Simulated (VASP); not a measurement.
# Cu (Fm-3m) in VASP: further runs

The runs below take Cu through relaxation of cell and atoms, single point, with PBE.

Everything below comes from runs of VASP 6.6.1. Logs are shortened: lines on timing, memory, paths and dates and some standing lists are left out, and cuts for length are marked.

## (1) The cell of the first run

Symmetry: Fm-3m, No. 225, cubic system. Conventional cell: a = 3.615 Å, b = 3.615 Å, c = 3.615 Å, α = 90.00°, β = 90.00°, γ = 90.00°. Cu (site symmetry m-3m) has 12 Cu at 2.56 Å within 3.4 Å.

## (2) Relaxation of cell and atoms, PBE

File INCAR:

```
ALGO = Normal
EDIFF = 1E-6
EDIFFG = -0.01
ENCUT = 600
GGA = PE
IBRION = 2
ISIF = 3
ISMEAR = 0
LASPH = True
LCHARG = False
LREAL = False
LWAVE = False
NELM = 60
NSW = 100
PREC = Accurate
SIGMA = 0.1
```

File KPOINTS:

```
k-points
0
Gamma
  20 20 20
```

File POSCAR:

```
Cu
1.0
    0.0000000000      1.8075000000      1.8075000000
    1.8075000000      0.0000000000      1.8075000000
    1.8075000000      1.8075000000      0.0000000000
Cu
1
Direct
    0.0000000000      0.0000000000      0.0000000000
```

Potentials or basis: VASP PAW PBE potentials, release 64 (Cu).

The run is started by

```
cat potpaw_PBE.64/Cu/POTCAR > POTCAR
mpirun -np 1 vasp_std > vasp.out
```

OUTCAR:

```text
EDIFF = 1E-6
   EDIFFG = -0.01
   ENCUT = 600
   GGA = PE
   IBRION = 2
   ISIF = 3
   ISMEAR = 0
   LASPH = True
   LREAL = False
   NELM = 60
   NSW = 100
   PREC = Accurate

 ion  position               nearest neighbor table
   1  0.000  0.000  0.000-

  LATTYP: Found a face centered cubic cell.
 ALAT       =     3.6150000000

  Lattice vectors:

 A1 = (   0.0000000000,   1.8075000000,   1.8075000000)
 A2 = (   1.8075000000,   0.0000000000,   1.8075000000)
 A3 = (   1.8075000000,   1.8075000000,   0.0000000000)

Analysis of symmetry for initial positions (statically):
=====================================================================
 Subroutine PRICEL returns:
 Original cell was already a primitive cell.

 Routine SETGRP: Setting up the symmetry group for a
 face centered cubic supercell.

 Subroutine GETGRP returns: Found 48 space group operations
 (whereof 48 operations were pure point group operations)
 out of a pool of 48 trial point group operations.

The static configuration has the point symmetry O_h .

Analysis of symmetry for dynamics (positions and initial velocities):
=====================================================================
 Subroutine PRICEL returns:
 Original cell was already a primitive cell.

 Routine SETGRP: Setting up the symmetry group for a
 face centered cubic supercell.

 Subroutine GETGRP returns: Found 48 space group operations
 (whereof 48 operations were pure point group operations)
 out of a pool of 48 trial point group operations.

The dynamic configuration has the point symmetry O_h .

 Subroutine INISYM returns: Found 48 space group operations
 (whereof 48 operations are pure point group operations),
 and found     1 'primitive' translations

----------------------------------------------------------------------------------------

                                     Primitive cell

  volume of cell :      11.8104

  direct lattice vectors                    reciprocal lattice vectors
     0.000000000  1.807500000  1.807500000    -0.276625173  0.276625173  0.276625173
     1.807500000  0.000000000  1.807500000     0.276625173 -0.276625173  0.276625173
     1.807500000  1.807500000  0.000000000     0.276625173  0.276625173 -0.276625173

  length of vectors
     2.556191014  2.556191014  2.556191014     0.479128854  0.479128854  0.479128854

  position of ions in fractional coordinates (direct lattice)
     0.000000000  0.000000000  0.000000000

  ion indices of the primitive-cell ions
   primitive index   ion index
                 1           1

----------------------------------------------------------------------------------------

 KPOINTS: k-points

Automatic generation of k-mesh.
 Grid dimensions read from file:
 generate k-points for:   20   20   20

 Generating k-lattice:

  Cartesian coordinates                     Fractional coordinates (reciprocal lattice)
    -0.013831259  0.013831259  0.013831259     0.050000000  0.000000000  0.000000000
     0.013831259 -0.013831259  0.013831259     0.000000000  0.050000000  0.000000000
     0.013831259  0.013831259 -0.013831259     0.000000000  0.000000000  0.050000000

  Length of vectors
     0.023956443  0.023956443  0.023956443

  Shift w.r.t. Gamma in fractional coordinates (k-lattice)
     0.000000000  0.000000000  0.000000000

 Subroutine IBZKPT returns following result:
 ===========================================

 Found    256 irreducible k-points:

 Following reciprocal coordinates:
            Coordinates               Weight
  0.000000  0.000000  0.000000      1.000000
  0.050000  0.000000  0.000000      8.000000
  0.100000  0.000000  0.000000      8.000000
  0.150000  0.000000  0.000000      8.000000
  0.200000  0.000000  0.000000      8.000000
  0.250000  0.000000  0.000000      8.000000
[... 16 lines left out ...]
 -0.400000  0.050000  0.000000     24.000000
 -0.350000  0.050000  0.000000     24.000000
 [... further k-points ...]
   k-points           NKPTS =    256   k-points in BZ     NKDIM =    256   number of bands    NBANDS=      9
   number of dos      NEDOS =    301   number of ions     NIONS =      1
   total plane-waves  NPLWV =   8000
   dimension x,y,z NGX =    20 NGY =   20 NGZ =   20
   dimension x,y,z NGXF=    40 NGYF=   40 NGZF=   40
   ions per type =               1
   NGX,Y,Z   is equivalent  to a cutoff of  13.01, 13.01, 13.01 a.u.
   NGXF,Y,Z  is equivalent  to a cutoff of  26.01, 26.01, 26.01 a.u.
 SYSTEM =  unknown system
   PREC   = accura    normal or accurate (medium, high low for compatibility)
   ISTART =      0    job   : 0-new  1-cont  2-samecut
   ICHARG =      2    charge: 1-file 2-atom 10-const
   ISPIN  =      1    spin polarized calculation?
   LNONCOLLINEAR =      F non collinear calculations
   LSORBIT =      F    spin-orbit coupling
   LASPH  =      T    aspherical Exc in radial PAW
   ENCUT  =  600.0 eV  44.10 Ry    6.64 a.u.   5.11  5.11  5.11*2*pi/ulx,y,z
   NELM   =     60;   NELMIN=  2; NELMDL= -5     # of ELM steps
   EDIFF  = 0.1E-05   stopping-criterion for ELM
   LREAL  =      F    real-space projection
   EDIFFG = -.1E-01   stopping-criterion for IOM
   NSW    =    100    number of steps for IOM
   IBRION =      2    ionic relax: 0-MD 1-quasi-New 2-CG
   NFREE  =      1    steps in history (QN), initial steepest desc. (CG)
   ISIF   =      3    stress and relaxation
   ISYM   =      2    0-nonsym 1-usesym 2-fastsym
   POTIM  = 0.5000    time-step for ionic-motion
   TEBEG  =    0.0;   TEEND  =   0.0 temperature during run
   PSTRESS=    0.0 pullay stress
   NELECT =      11.0000    total number of electrons
   NUPDOWN=      -1.0000    fix difference up-down
   EMIN   =  10.00;   EMAX   =-10.00  energy-range for DOS
   EFERMI =   0.00;   METHOD = LEGACY
   ISMEAR =     0;   SIGMA  =   0.10  broadening in eV -4-tet -1-fermi 0-gaus
   EFERMI_NEDOS =   21; number of points for ismear=-14 and -15
   IALGO  =     38    algorithm
   IMIX   =      4    mixing-type and parameters
     AMIX     =   0.40;   BMIX     =  1.00
     AMIX_MAG =   1.60;   BMIX_MAG =  1.00
  volume/ion in A,a.u.               =      11.81        79.70
  Fermi-wavevector in a.u.,A,eV,Ry     =   1.598763  3.021224 34.777078  2.556043
  Thomas-Fermi vector in A             =   2.696162
   LORBIT       =      0    0 simple, 1 ext, 2 COOP (PROOUT), +10 PAW based schemes
   GGA     = PE    functional components
   LHFCALC =     F    Hartree Fock is set to
   AEXX    =    0.0000 exact exchange contribution
   IVDW    =     0    specifies the selected vdW correction
   LEPSILON=     F    determine dielectric tensor
   LRPA    =     F    only Hartree local field effects (RPA)
 conjugate gradient relaxation of ions
 non-spin polarized calculation
 Gauss-broadening in eV      SIGMA  =   0.10
  energy-cutoff  :      600.00
  volume of cell :       11.81
 maximum number of plane-waves:       411
   NGX = 11   NGY = 11   NGZ = 11

--------------------------------------- Ionic step        1  -------------------------------------------

 number of electron      11.0000001 magnetization

 Free energy of the ion-electron system (eV)
  ---------------------------------------------------
  ext. energy  EPLUGINS =         0.00000000
  ---------------------------------------------------
  free energy    TOTEN  =        -3.72809358 eV

  energy without entropy =       -3.72677909  energy(sigma->0) =       -3.72743633

------------------------ aborting loop because EDIFF is reached ----------------------------------------

  FORCE on cell =-STRESS in cart. coord.  units (eV):
  Direction    XX          YY          ZZ          XY          YZ          ZX
  --------------------------------------------------------------------------------------
  -------------------------------------------------------------------------------------
  Total        0.1748199      0.1748199      0.1748199     -0.0000000      0.0000000      0.0000000
  in kB       23.7157345     23.7157345     23.7157345     -0.0000000      0.0000000      0.0000000
  external PRESSURE =      23.7157345 kB  Pullay stress =       0.0000000 kB
[... 55 lines left out ...]
  energy  without entropy=       -3.7277720511  energy(sigma->0) =       -3.72844847

--------------------------------------- Ionic step        3  -------------------------------------------

 number of electron      10.9999996 magnetization

 Free energy of the ion-electron system (eV)
  ---------------------------------------------------
  ext. energy  EPLUGINS =         0.00000000
  ---------------------------------------------------
  free energy    TOTEN  =        -3.72951368 eV

  energy without entropy =       -3.72817396  energy(sigma->0) =       -3.72884382

 E-fermi :   7.3564     XC(G=0): -12.6308

 val. band max:        7.3357929224   @ k =   0.5000   0.2500   0.1000
 cond. band min:       7.4011678780   @ k =   0.5000   0.3500   0.1500
 fundamental gap:      0.0653749556
 Fermi energy:         7.3564125040

 k-point     1 :       0.0000    0.0000    0.0000
  band No.  band energies     occupation
      1      -1.8432      2.00000
      2       4.4070      2.00000
      3       4.4070      2.00000
      4       4.4070      2.00000
      5       5.2082      2.00000
      6       5.2082      2.00000
      7      29.8452      0.00000
      8      32.3625      0.00000
      9      32.3625      0.00000
[... 265 lines left out ...]
 k-point    24 :      -0.3500    0.0500    0.0000
  band No.  band energies     occupation
      1       1.9369      2.00000
      2       4.4329      2.00000
      3       4.4717      2.00000
      4       4.6091      2.00000
      5       5.5162      2.00000
      6       5.7936      2.00000
      7      14.5678      0.00000
      8      26.9874      0.00000
      9      29.3875      0.00000

 [... further k-points ...]

------------------------ aborting loop because EDIFF is reached ----------------------------------------

  FORCE on cell =-STRESS in cart. coord.  units (eV):
  Direction    XX          YY          ZZ          XY          YZ          ZX
  --------------------------------------------------------------------------------------
  -------------------------------------------------------------------------------------
  Total       -0.0032976     -0.0032976     -0.0032976      0.0000000      0.0000000     -0.0000000
  in kB       -0.4400422     -0.4400422     -0.4400422      0.0000000      0.0000000     -0.0000000
  external PRESSURE =      -0.4400422 kB  Pullay stress =       0.0000000 kB
[... 16 lines left out ...]
  FREE ENERGIE OF THE ION-ELECTRON SYSTEM (eV)
  ---------------------------------------------------
  free  energy   TOTEN  =        -3.7295136845 eV

  energy  without entropy=       -3.7281739568  energy(sigma->0) =       -3.72884382

 reached required accuracy - stopping structural energy minimisation
```

Wall time 43 s (1 thread of Intel Xeon Platinum 8488C (Sapphire Rapids), shared host); peak memory 0.15 GiB.

What came out:

- Free energy: -3.7295 eV
- Relaxed volume: 12.01 Å³/atom
- Relaxed cell: a = 2.570 Å, b = 2.570 Å, c = 2.570 Å, α = 60.00°, β = 60.00°, γ = 60.00°
- Space group after relaxing (to 0.05 Å): Fm-3m (No. 225)
- Energy gained by relaxing: 1.4 meV/atom
- Ionic steps: 3
- Pressure after relaxing: 0.0 GPa

Step by step:
```tsv
step	energy change (eV)	largest force (eV/Å)	pressure (GPa)	volume (Å³)
1	0.0000	0.0000	2.37	11.81
2	-0.0010	0.0000	-1.24	12.11
3	-0.0014	0.0000	-0.04	12.01
```

Final structure:
```yaml
crystal:
  lattice:
    - [0.00000, 1.81744, 1.81744]
    - [1.81744, 0.00000, 1.81744]
    - [1.81744, 1.81744, 0.00000]
  atoms:
    - { symbol: Cu, position: [0.00000, 0.00000, 0.00000] }
```

PBE usually gives volumes a little too large and moduli too small. Zero-point motion and thermal expansion aren't in these numbers.

[end of part 1 of 2]
